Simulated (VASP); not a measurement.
Runs of VASP 6.6.1 on Zn. The structure is that of space group Pm-3m (No. 221), or close to it. The cells are those of the table. This isn't the form of Zn at room conditions, which is hcp.

```tsv
task	cell	cutoff (eV)	gap on the mesh (eV)	pressure (GPa)
single point	a = 2.506 Å, 1 atom	520	none	10.3
relaxation of cell and atoms	relaxed to 20 GPa from a = 2.560 Å, 1 atom	600	none	20.0
single point	a = 2.631 Å, 1 atom	520	none	0.2
relaxation of cell and atoms	relaxed to 30 GPa from a = 2.560 Å, 1 atom	600	none	30.0
relaxation of cell and atoms	relaxed to 10 GPa from a = 2.560 Å, 1 atom	600	none	10.0
single point	a = 2.435 Å, 1 atom	520	none	(a)
relaxation of cell and atoms	relaxed from a = 2.560 Å, 1 atom	600	none	0.0
single point	a = 2.383 Å, 1 atom	520	none	30.7
```

Alike in all rows: level PBE; potentials or basis VASP PAW PBE potentials, release 64 (Zn); no spin polarisation; k mesh 16 × 16 × 16; smearing gaussian 0.05 eV.

Question: Fill in the values left out.

Answer: (a) 20.5.

Caveats: the cell stands under pressure (at least some runs); the cell is relaxed towards a set pressure, so the run minimises the enthalpy, not the energy (at least some runs).

A gap of «none» marks levels without a gap at the run's occupations.
